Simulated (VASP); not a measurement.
**Rb: single point with PBE**

The system is Rb.

```xyz
2
Lattice="3.8637 0.0000 0.0000 -1.9318 3.3460 0.0000 0.0000 0.0000 6.3746" Properties=species:S:1:pos:R:3 pbc="T T T"
Rb    0.0000    2.2307    1.5936
Rb    1.9318    1.1153    4.7809
```

This isn't the form of Rb at room conditions, which is bcc.

| Item | Value |
| --- | --- |
| Program | VASP 6.6.1 |
| Task | single point |
| Functional | PBE |
| Potentials or basis | VASP PAW PBE potentials, release 64 (Rb_sv) |
| Cutoff | 520 eV |
| k mesh | 9 × 9 × 5 |
| Occupations | fermi-dirac, width 0.08 eV |
| Spin | no spin polarisation |
| Dipole correction | no |
| k mesh for the DOS | 14 × 14 × 8 |
| Occupations for the DOS | tetrahedron |
| Further INCAR settings | ALGO = Normal; EDIFF = 1e-06 |

- Valence electrons inside the program's atomic spheres: Rb 7.33

Levels at points of the mesh, in eV from the Fermi level:
| k point | band 5 | band 6 | band 7 | band 8 | band 9 | band 10 | band 11 | band 12 | band 13 |
| --- | --- | --- | --- | --- | --- | --- | --- | --- | --- |
| (0.00, 0.00, 0.00) | -12.81 | -12.70 | -12.69 | -12.69 | -3.00 | -0.28 | 1.97 | 3.88 | 3.90 |
| (0.50, 0.00, 0.00) | -13.25 | -13.04 | -12.93 | -12.82 | 0.06 | 0.31 | 0.54 | 1.74 | 2.96 |
| (0.00, 0.00, 0.50) | -12.75 | -12.75 | -12.75 | -12.75 | -1.63 | -1.63 | 2.52 | 2.52 | 3.93 |
| (0.50, 0.00, 0.50) | -12.95 | -12.95 | -12.93 | -12.93 | -0.19 | -0.19 | 1.79 | 1.79 | 2.88 |

It took 42 s on 1 thread of Intel(R) Xeon(R) 6975P-C (Granite Rapids), with other jobs on the host, peak memory 0.26 GiB.
